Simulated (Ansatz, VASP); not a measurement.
Two plane-wave programs on As

```
As
1.0
     1.93372    1.11643    3.79499
    -1.93372    1.11643    3.79499
     0.00000   -2.23286    3.79499
As
2
Direct
  0.21320 0.21320 0.21320
  0.78680 0.78680 0.78680
```

Alike in both runs: task single point; functional PBE; k mesh 15 × 15 × 15; occupations gaussian, width 0.1 eV; no spin polarisation.

|  | VASP | Ansatz |
| --- | --- | --- |
| version | VASP 6.6.1 | Ansatz 0.2.0 |
| potentials or method | VASP PAW PBE potentials, release 64 (As), cutoff 520 eV | scalar-relativistic, plane waves, PAW |
| valence electrons in the cell | 10 | 30 |

```csv
,VASP,Ansatz,Ansatz less VASP
gap on the k mesh at the Fermi level (eV),none,none,-
pressure (GPa),2.7,2.4,-0.33
"traceless stress, the component that is largest in VASP (GPa)",0.81,1.03,+0.221
rms of the force components (eV/Å),1.086,1.054,-0.0316
```

Atom by atom the forces differ by 0.032 eV/Å (rms over components). A gap of «none» marks a metal or a gap that the smearing closes. The functional is the same, so the differences come from potentials, cutoffs and numerics. VASP's potentials hold 10 valence electrons a cell and Ansatz's 30, so a difference there can come from the potentials and not from the codes.
